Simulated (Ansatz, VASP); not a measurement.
## Two plane-wave programs on Sr

```xyz
2
Lattice="2.9579 2.9579 0.0000 -2.9579 2.9579 0.0000 0.0000 0.0000 5.8567" Properties=species:S:1:pos:R:3 pbc="T T T"
Sr    0.0000    0.0000    0.0000
Sr    0.0000    2.9579    2.9283
```

Change from the starting cell: strain along c alone, the other axes held, atoms relaxed: -1.0 %.

Alike in both runs: task single point; functional PBEsol; k mesh 12 × 12 × 10; occupations gaussian, width 0.1 eV; no spin polarisation.

```csv
,VASP,Ansatz
version,VASP 6.6.1,Ansatz 0.2.0
potentials or method,"VASP PAW PBE potentials, release 64 (Sr_sv), cutoff 520 eV","scalar-relativistic, plane waves, PAW"
valence electrons in the cell,20,20
```

```tsv
	VASP	Ansatz	Ansatz less VASP
gap on the k mesh at the Fermi level (eV)	none	none	-
pressure (GPa)	0.2	0.2	-0.01
```

VASP's potentials were made for PBE, not for PBEsol. A gap of «none» marks a metal or a gap that the smearing closes.
